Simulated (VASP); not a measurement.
Write the native input for VASP 6.6.1 that does the following.

```yaml
Task: single point
Functional: PBE
Potentials_or_basis: VASP PAW PBE potentials, release 64 (Al, Cu)
Cutoff: 520 eV
k_mesh: 8 × 8 × 8
Occupations: gaussian, width 0.15 eV
Spin: no spin polarisation
Dipole_correction: no
Further_INCAR_settings: ALGO = Fast; EDIFF = 1e-06; NBANDS = 46
```

The structure of Al2Cu lies in POSCAR:

```
Al2Cu
1.0
    0.0000000000      0.0000000000     -5.7824626463
    4.0892560465     -4.0892560465      0.0000000000
   -4.0892560465     -4.0892560465      0.0000000000
Al Cu
8 4
Direct
    0.2500000000      0.7500000000      0.2500000000
    0.7500000000      0.2500000000      0.2500000000
    0.2500000000      0.2500000000      0.7500000000
    0.7500000000      0.7500000000      0.7500000000
    0.2500000000      0.2500000000      0.2500000000
    0.7500000000      0.7500000000      0.2500000000
    0.2500000000      0.7500000000      0.7500000000
    0.7500000000      0.2500000000      0.7500000000
    0.6037620192      0.0000000000      0.0000000000
    0.0000000000      0.5000000000      0.0000000000
    0.5000000000      0.5000000000      0.5000000000
    0.0000000000      0.0000000000      0.5000000000
```

This cell differs from its parent crystal: atom 9 (Cu) moved -0.600 Å along Cartesian [0 0 1].

One way to write it, as run:

INCAR

```
PREC = Accurate
ENCUT = 520
EDIFF = 1E-6
ISMEAR = 0
SIGMA = 0.15
LREAL = F
LASPH = T
NELM = 60
ALGO = Fast
ISIF = 2
LWAVE = F
LCHARG = T
GGA = PE
LELF = T
LVHAR = T
NBANDS = 46
```

KPOINTS

```
Automatic mesh
0
Gamma
  8 8 8
```

Potentials or basis: VASP PAW PBE potentials, release 64 (Al, Cu).

Launch:

```bash
$ cat potpaw_PBE.64/Al/POTCAR potpaw_PBE.64/Cu/POTCAR > POTCAR
$ mpirun -np 1 vasp_std > vasp.out
```

It gave:

```yaml
Pressure: 3.1 GPa
Largest_force: 4.304 eV/Å
Band_gap_on_the_k_mesh: zero (bands 34 and 35 overlap by 1.55 eV)
```

Caveat: the cell differs from its parent crystal (atom 9 (Cu) moved -0.600 Å along Cartesian [0 0 1]); the cell stands under pressure; forces of over 1 eV/Å act on the atoms, so gaps and moduli don't describe the material at rest.

Run time: 10 min on 1 thread of Intel(R) Xeon(R) 6975P-C (Granite Rapids) (shared host), peak memory 0.65 GiB.
